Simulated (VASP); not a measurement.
# MgCd2O3 in VASP: further runs

MgCd2O3 is run at these levels: PBE; tasks: single point, relaxation of cell and atoms.

All numbers are computed with VASP 6.6.1; they aren't measurements. Logs are shortened: lines on timing, memory, paths and dates and some standing lists are left out, and cuts for length are marked.

## (1) The cell of the first run

The typed cell holds 12 atoms: a = 3.239 Å, b = 3.235 Å, c = 16.184 Å, α = 90.13°, β = 89.93°, γ = 119.99°.

## (2) Single point, PBE

INCAR

```
SYSTEM = MgCd2O3
PREC = Accurate
ENCUT = 520
EDIFF = 1E-6
ISMEAR = 0
SIGMA = 0.1
LREAL = .FALSE.
LASPH = .TRUE.
NELM = 80
ALGO = Normal
ISIF = 2
LWAVE = .FALSE.
LCHARG = .FALSE.
GGA = PE
NBANDS = 56
```

KPOINTS

```
Automatic mesh
0
G
  6 6 1
  0 0 0
```

POSCAR

```
MgCd2O3
1.0
    3.2389468508      0.0012993309      0.0019916404
   -1.6183236376      2.8011846623     -0.0036797169
    0.0099955316     -0.0155019990     16.1835073341
Mg Cd O
2 4 6
Direct
    0.0000936271      0.0000045328      0.2499919014
   -0.0000629980      0.0000331523      0.7500035878
    0.6665896715      0.3331821447      0.4115975782
    0.6664660329      0.3331594505      0.9116071236
    0.3335506203      0.6668521399      0.0884008869
    0.3334072327      0.6668390344      0.5884055313
    0.3330877554      0.6668763746      0.3207485890
    0.3327657587      0.6666110558      0.8207811942
    0.6671479029      0.3332626561      0.1792137014
    0.6668580563      0.3332056832      0.6792387158
    0.0000609048      0.0000815565      0.0000167803
    0.0000354354     -0.0001077807      0.4999944099
```

Potentials or basis: VASP PAW PBE potentials, release 64 (Mg, Cd, O).

The run is started by

```bash
> cat potpaw_PBE.64/Mg/POTCAR potpaw_PBE.64/Cd/POTCAR potpaw_PBE.64/O/POTCAR > POTCAR
> mpirun -np 1 vasp_std > vasp.out
```

OUTCAR:

```text
SYSTEM = MgCd2O3
   PREC = Accurate
   ENCUT = 520
   EDIFF = 1E-6
   ISMEAR = 0
   LREAL = .FALSE.
   LASPH = .TRUE.
   NELM = 80
   ISIF = 2
   GGA = PE

 ion  position               nearest neighbor table
   1  0.000  0.000  0.250-   9 2.19   7 2.19   7 2.19   9 2.19   7 2.19   9 2.19   5 3.21   3 3.21
                             5 3.21   3 3.22   5 3.22   3 3.22
   2  1.000  0.000  0.750-   8 2.19  10 2.19  10 2.19   8 2.19  10 2.19   8 2.19   4 3.21   6 3.21
                             6 3.22   4 3.22   6 3.22   4 3.22
   3  0.667  0.333  0.412-  12 2.35  12 2.35  12 2.36   7 2.37   7 2.38   7 2.38   1 3.21   1 3.22
                             1 3.22   6 3.41   6 3.42   6 3.42
   4  0.666  0.333  0.912-  11 2.35  11 2.35  11 2.36   8 2.37   8 2.38   8 2.38   2 3.21   2 3.22
                             2 3.22   5 3.41   5 3.42   5 3.42
   5  0.334  0.667  0.088-  11 2.35  11 2.35  11 2.36   9 2.37   9 2.38   9 2.38   1 3.21   1 3.21
                             1 3.22   4 3.41   4 3.42   4 3.42
   6  0.333  0.667  0.588-  12 2.35  12 2.35  12 2.36  10 2.37  10 2.38  10 2.38   2 3.21   2 3.22
                             2 3.22   3 3.41   3 3.42   3 3.42
   7  0.333  0.667  0.321-   1 2.19   1 2.19   1 2.19   3 2.37   3 2.38   3 2.38
   8  0.333  0.667  0.821-   2 2.19   2 2.19   2 2.19   4 2.37   4 2.38   4 2.38
   9  0.667  0.333  0.179-   1 2.19   1 2.19   1 2.19   5 2.37   5 2.38   5 2.38
  10  0.667  0.333  0.679-   2 2.19   2 2.19   2 2.19   6 2.37   6 2.38   6 2.38
  11  0.000  0.000  0.000-   5 2.35   4 2.35   5 2.35   4 2.35   5 2.36   4 2.36
  12  0.000  1.000  0.500-   3 2.35   6 2.35   3 2.35   6 2.35   6 2.36   3 2.36

  LATTYP: Found a triclinic cell.
 ALAT       =     3.2350611198
 B/A-ratio  =     1.0007029378
 C/A-ratio  =     5.0025385136
 COS(alpha) =     0.0010414694
 COS(beta)  =     0.0022758370
 COS(gamma) =     0.4991501912

  Lattice vectors:

 A1 = (  -1.6183236376,   2.8011846623,  -0.0036797169)
 A2 = (   1.6206232132,   2.8024839932,  -0.0016880765)
 A3 = (  -0.0099955316,   0.0155019990, -16.1835073341)

Analysis of symmetry for initial positions (statically):
=====================================================================
 Subroutine PRICEL returns:
 Original cell was already a primitive cell.

 Routine SETGRP: Setting up the symmetry group for a
 triclinic supercell.

 Subroutine GETGRP returns: Found  1 space group operations
 (whereof  1 operations were pure point group operations)
 out of a pool of  2 trial point group operations.

The static configuration has the point symmetry C_1 .

Analysis of symmetry for dynamics (positions and initial velocities):
=====================================================================
 Subroutine PRICEL returns:
 Original cell was already a primitive cell.

 Routine SETGRP: Setting up the symmetry group for a
[... 138 lines left out ...]
   IALGO  =     38    algorithm
   IMIX   =      4    mixing-type and parameters
     AMIX     =   0.40;   BMIX     =  1.00
     AMIX_MAG =   1.60;   BMIX_MAG =  1.00
  volume/ion in A,a.u.               =      12.24        82.59
  Fermi-wavevector in a.u.,A,eV,Ry     =   1.380161  2.608125 25.916966  1.904843
  Thomas-Fermi vector in A             =   2.505063
   LORBIT       =      0    0 simple, 1 ext, 2 COOP (PROOUT), +10 PAW based schemes
   GGA     = PE    functional components
   LHFCALC =     F    Hartree Fock is set to
   AEXX    =    0.0000 exact exchange contribution
   IVDW    =     0    specifies the selected vdW correction
   LEPSILON=     F    determine dielectric tensor
   LRPA    =     F    only Hartree local field effects (RPA)
 non-spin polarized calculation
 Gauss-broadening in eV      SIGMA  =   0.10
  energy-cutoff  :      520.00
  volume of cell :      146.86
 maximum number of plane-waves:      4003
   NGX = 13   NGY = 13   NGZ = 61

 number of electron      88.0000040 magnetization

 Free energy of the ion-electron system (eV)
  ---------------------------------------------------
  ext. energy  EPLUGINS =         0.00000000
  ---------------------------------------------------
  free energy    TOTEN  =       -54.12019829 eV

  energy without entropy =      -54.12019679  energy(sigma->0) =      -54.12019754

 E-fermi :   2.3500     XC(G=0): -11.3286

 val. band max:        2.0459552465   @ k =  -0.0000   0.5000  -0.0000
 cond. band min:       2.6273939111   @ k =   0.0000   0.0000   0.0000
 fundamental gap:      0.5814386646
 Fermi energy:         2.3499851643

 k-point     1 :       0.0000    0.0000    0.0000
  band No.  band energies     occupation
      1     -15.0238      2.00000
      2     -14.8585      2.00000
      3     -14.8261      2.00000
      4     -14.5615      2.00000
      5     -14.1944      2.00000
      6     -14.0909      2.00000
[... 1169 lines left out ...]
     55      11.9415      0.00000
     56      12.3452      0.00000

------------------------ aborting loop because EDIFF is reached ----------------------------------------

  FORCE on cell =-STRESS in cart. coord.  units (eV):
  Direction    XX          YY          ZZ          XY          YZ          ZX
  --------------------------------------------------------------------------------------
  -------------------------------------------------------------------------------------
  Total        0.6794706      0.7869002      0.8049591     -0.0451725      0.0890905     -0.0611363
  in kB        7.4124707      8.5844401      8.7814471     -0.4927955      0.9719046     -0.6669468
  external PRESSURE =       8.2594526 kB  Pullay stress =       0.0000000 kB

 VOLUME and BASIS-vectors are now :
 -----------------------------------------------------------------------------
  energy-cutoff  :      520.00
  volume of cell :      146.86
      direct lattice vectors                 reciprocal lattice vectors
     3.238946851  0.001299331  0.001991640     0.308670805  0.178327832 -0.000019828
    -1.618323638  2.801184662 -0.003679717    -0.000143388  0.356909426  0.000341968
     0.009995532 -0.015501999 16.183507334    -0.000038020  0.000059206  0.061791383

 POSITION                                       TOTAL-FORCE (eV/Angst)
 -----------------------------------------------------------------------------------
      0.00279     -0.00386      4.04575        -0.000140      0.000507     -0.001086
      3.24619     -0.01023     12.13968        -0.000477     -0.001011      0.001590
      1.62397      0.92779      6.66119        -0.000923      0.000134     -0.005669
      1.62860      0.91998     14.75310        -0.000850      0.000354     -0.002637
      0.00205      1.86704      1.42885         0.000857     -0.000101      0.003918
      0.00661      1.85925      9.52068         0.001684     -0.001098      0.003129
      0.00284      1.86350      5.18905         0.001835     -0.001812     -0.114614
      0.00722      1.85501     13.28133         0.002115      0.000382     -0.118607
      1.62332      0.93162      2.90041        -0.001994      0.000986      0.119306
      1.62747      0.92371     10.99257        -0.001032      0.001235      0.116264
      0.00007      0.00023      0.00027        -0.000132     -0.000626     -0.002692
     -1.61304      2.79313      8.08798        -0.000944      0.001049      0.001099
 -----------------------------------------------------------------------------------
    total drift:                                0.000001     -0.000001     -0.000024

  FREE ENERGIE OF THE ION-ELECTRON SYSTEM (eV)
  ---------------------------------------------------
  free  energy   TOTEN  =       -54.1201982922 eV

  energy  without entropy=      -54.1201967862  energy(sigma->0) =      -54.12019754
```

It took 3.1 min on 1 thread of Oxide Virtual Turin-like, shared host; peak memory 0.29 GiB.

Results:

| Quantity | Value |
| --- | --- |
| Free energy | -54.1202 eV |
| Pressure | 0.8 GPa |
| Largest force | 0.119 eV/Å |
| Band gap on the k mesh | 0.58 eV |

Forces on the atoms (eV/Å):
```
Mg   0.000  0.001 -0.001
Mg   0.000 -0.001  0.002
Cd  -0.001  0.000 -0.006
Cd  -0.001  0.000 -0.003
Cd   0.001  0.000  0.004
Cd   0.002 -0.001  0.003
O    0.002 -0.002 -0.115
O    0.002  0.000 -0.119
O   -0.002  0.001  0.119
O   -0.001  0.001  0.116
O    0.000 -0.001 -0.003
O   -0.001  0.001  0.001
```

Stress tensor (GPa, compression positive):
```
 0.74 -0.05 -0.07
-0.05  0.86  0.10
-0.07  0.10  0.88
```

Caveat: semilocal functionals underestimate gaps, and a narrow one can read as zero.

## (3) Relaxation of cell and atoms, PBE

This run uses another cell than the first one: it holds 6 atoms, not 12.

INCAR

```
SYSTEM = MgCd2O3
  PREC = Accurate
  ENCUT = 600
  EDIFF = 1E-7
  ISMEAR = 0
  SIGMA = 0.02
  LREAL = .FALSE.
  LASPH = .TRUE.
  NELM = 80
  ALGO = Normal
  ISIF = 3
  LWAVE = .FALSE.
  LCHARG = .FALSE.
  GGA = PE
  IBRION = 2
  NSW = 100
  EDIFFG = -0.01
```

KPOINTS

```
Automatic mesh
0
G
  12 12 4
  0 0 0
```

POSCAR

```
MgCd2O3
1.0
    3.2374909659      0.0000000000      0.0000000000
   -1.6187454830      2.8037494210      0.0000000000
    0.0000000000      0.0000000000      8.0897816089
Mg Cd O
1 2 3
Direct
    0.0000000000      0.0000000000      0.5000000000
    0.6666666667      0.3333333333      0.8231970025
    0.3333333333      0.6666666667      0.1768029975
    0.3333333333      0.6666666667      0.6414643922
    0.6666666667      0.3333333333      0.3585356078
    0.0000000000      0.0000000000      0.0000000000
```

Potentials or basis: VASP PAW PBE potentials, release 64 (Mg, Cd, O).

The run is started by

```bash
> cat potpaw_PBE.64/Mg/POTCAR potpaw_PBE.64/Cd/POTCAR potpaw_PBE.64/O/POTCAR > POTCAR
> mpirun -np 1 vasp_std > vasp.out
```

Run time: 12 min. Hardware: 1 thread of Oxide Virtual Turin-like, shared host; peak memory 0.31 GiB.

The run converged. Its results:

- Free energy: -27.0736 eV
- Relaxed volume: 12.29 Å³/atom
- Relaxed cell: a = 3.240 Å, b = 3.240 Å, c = 8.108 Å, α = 90.00°, β = 90.00°, γ = 120.00°
- Space group after relaxing (to 0.1 Å): P-3m1 (No. 164)
- Energy gained by relaxing: 0.3 meV/atom
- Ionic steps: 7
- Pressure after relaxing: 0.0 GPa
- Band gap on the k mesh: 0.57 eV

The path:
| step | energy change (eV) | largest force (eV/Å) | pressure (GPa) | volume (Å³) |
| --- | --- | --- | --- | --- |
| 1 | 0.0000 | 0.1117 | 0.65 | 73.43 |
| 2 | -0.0013 | 0.0313 | -0.37 | 73.96 |
| 3 | -0.0013 | 0.0471 | -0.16 | 73.85 |
| 4 | -0.0016 | 0.0219 | -0.07 | 73.79 |
| 5 | -0.0017 | 0.0195 | 0.02 | 73.72 |
| 6 | -0.0017 | 0.0197 | 0.02 | 73.72 |
| 7 | -0.0018 | 0.0016 | 0.00 | 73.73 |

Final structure:
```
CELL_PARAMETERS angstrom
3.24050 0.00000 0.00000
-1.62025 2.80635 0.00000
0.00000 0.00000 8.10774
ATOMIC_POSITIONS crystal
Mg 0.00000 0.00000 0.50000
Cd 0.66667 0.33333 0.82272
Cd 0.33333 0.66667 0.17728
O 0.33333 0.66667 0.64024
O 0.66667 0.33333 0.35976
O 0.00000 0.00000 0.00000
```

Levels at points of the mesh, in eV from the valence-band top:
```csv
k point,band 19,band 20,band 21,band 22,band 23,band 24,band 25,band 26
"(0.00, 0.00, 0.00)",-0.76,-0.76,0.00,0.00,0.57,4.30,4.79,8.77
"(0.50, 0.00, 0.00)",-1.18,-0.79,-0.67,-0.35,4.57,5.53,6.24,7.31
"(0.00, 0.00, 0.50)",-0.41,-0.41,-0.13,-0.13,1.99,2.81,5.47,8.51
"(0.50, 0.00, 0.50)",-1.50,-1.33,-0.11,0.00,4.77,5.02,6.16,7.62
```

Caveat: semilocal functionals underestimate gaps, and a narrow one can read as zero.
